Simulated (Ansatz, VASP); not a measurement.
# Two plane-wave programs on ZnSe

Contents of INCAR:

```
PREC = Accurate
ENCUT = 520
EDIFF = 1E-6
ISMEAR = 0
SIGMA = 0.05
LREAL = False
LASPH = True
NELM = 80
ALGO = Normal
ISIF = 2
LWAVE = False
LCHARG = True
GGA = PE
LELF = True
LVHAR = True
NBANDS = 16
```

The input KPOINTS:

```
Automatic mesh
0
Gamma
  10 10 10
```

File POSCAR:

```
ZnSe
1.0
    0.0000000000      2.8903595870      2.7765221778
    2.7765221778      0.0000000000      2.7765221778
    2.7765221778      2.8903595870      0.0000000000
Zn Se
1 1
Direct
    0.0000000000      0.0000000000      0.0000000000
    0.7500000000      0.7500000000      0.7500000000
```

Input for Ansatz:

```yaml
crystal:
  lattice:
    - [0.0, 2.890359587, 2.7765221778]
    - [2.7765221778, 0.0, 2.7765221778]
    - [2.7765221778, 2.890359587, 0.0]
  atoms:
    - { symbol: Zn, position: [0.0, 0.0, 0.0] }
    - { symbol: Se, position: [0.75, 0.75, 0.75] }
basis:
  ecutwfc: 520.0
kpoints:
  mp_grid: { grid: [10, 10, 10] }
hamiltonian:
  xc: pbe
  pseudopotentials: { kind: paw, azcp: { folder: soft_1 } }
scf:
  occupations: { method: gaussian, width: 0.05 }
output:
  forces: true
  stress: true
  eigenvalues: true
```

Alike in both runs: task single point; functional PBE; k mesh 10 × 10 × 10; occupations gaussian, width 0.05 eV; no spin polarisation.

|  | VASP | Ansatz |
| --- | --- | --- |
| version | VASP 6.6.1 | Ansatz 0.2.0 |
| potentials or method | VASP PAW PBE potentials, release 64 (Zn, Se), cutoff 520 eV | scalar-relativistic, plane waves, PAW |
| valence electrons in the cell | 18 | 28 |

```tsv
	VASP	Ansatz	Ansatz less VASP
gap on the k mesh at the Fermi level (eV)	1.32	1.31	-0.005
least direct gap on the mesh (eV)	1.32	1.31	-0.005
pressure (GPa)	3.8	3.5	-0.24
traceless stress, the component that is largest in VASP (GPa)	-0.96	-0.97	-0.008
```

VASP's potentials hold 18 valence electrons a cell and Ansatz's 28, so a difference there can come from the potentials and not from the codes.
